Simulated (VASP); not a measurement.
Input of a VASP 6.6.1 run:

Contents of INCAR:

```
SYSTEM = Ge
  PREC = Accurate
  ENCUT = 520
  EDIFF = 1E-6
  ISMEAR = 0
  SIGMA = 0.15
  LREAL = .False.
  LASPH = .True.
  NELM = 100
  ALGO = Normal
  ISIF = 2
  LWAVE = .False.
  LCHARG = .False.
  NBANDS = 66
```

KPOINTS

```
Automatic mesh
0
Gamma
  9 9 9
  0 0 0
```

Contents of POSCAR:

```
Ge
1.0
    4.9777000000      2.8738764349      1.7966666667
   -4.9777000000      2.8738764349      1.7966666667
    0.0000000000     -5.7477528699      1.7966666667
Ge
8
Direct
    0.7160372198      0.7160372198      0.7160372198
    0.2839627802      0.2839627802      0.2839627802
    0.0289443365      0.7253625346      0.5322921793
    0.5322921793      0.0289443365      0.7253625346
    0.7253625346      0.5322921793      0.0289443365
    0.9710556635      0.2746374654      0.4677078207
    0.4677078207      0.9710556635      0.2746374654
    0.2746374654      0.4677078207      0.9710556635
```

Potentials or basis: VASP PAW LDA potentials, release 64 (Ge_d).

The run is started by

```bash
$ cat potpaw_LDA.64/Ge_d/POTCAR > POTCAR
$ mpirun -np 1 vasp_std > vasp.out
```

(1) What does it give for the band gap on the k mesh?

(2) Estimate the largest force.

Answers

(1) zero (band 56 reaches 6.26 eV, above the bottom of band 57 at 5.87 eV).

(2) 1.379 eV/Å.

Caveat: forces of over 1 eV/Å act on the atoms, so gaps and moduli don't describe the material at rest.
